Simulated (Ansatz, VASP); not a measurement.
# One calculation of ScSi2O3, two programs

```xyz
6
Lattice="3.2102 0.0000 0.0000 0.0000 3.2102 0.0000 0.0000 0.0000 7.8612" Properties=species:S:1:pos:R:3 pbc="T T T"
Sc    0.0000    0.0000    3.8172
Si    1.6051    1.6051    6.7934
Si    0.0000    0.0000    1.0438
O     1.6051    0.0000    0.1712
O     0.0000    1.6051    0.1712
O     1.6051    1.6051    3.7256
```

Change from the starting cell: species swapped into the Zr2As3Se type (P4mm, No. 99).

Alike in both runs: task single point; functional PBE; k mesh 6 × 6 × 2; occupations gaussian, width 0.1 eV; collinear spin.

|  | VASP | Ansatz |
| --- | --- | --- |
| version | VASP 6.6.1 | Ansatz 0.2.0 |
| potentials or method | VASP PAW PBE potentials, release 64 (Sc_sv, Si, O), cutoff 520 eV | scalar-relativistic, plane waves, PAW |
| valence electrons in the cell | 37 | 37 |

Ansatz gave:

```
gap on the k mesh at the Fermi level (eV)                     : none
pressure (GPa)                                                : 0.1
traceless stress, the component that is largest in VASP (GPa) : -0.02
rms of the force components (eV/Å)                            : 0.007
net moment per atom (μB)                                      : 0.05
size of the moment on the site where the two differ most (μB) : 0.07
```

Estimate VASP's values.

gap on the k mesh at the Fermi level (eV): none; pressure (GPa): 0.3; traceless stress, the component that is largest in VASP (GPa): -0.24; rms of the force components (eV/Å): 0.007; net moment per atom (μB): 0.05; size of the moment on the site where the two differ most (μB): 0.10.

Site moments also hang on the region over which each program counts them. Atom by atom the forces differ by 0.006 eV/Å (rms over components). A gap of «none» marks a metal or a gap that the smearing closes.

The k mesh is coarse, so the values compare programs but aren't converged.
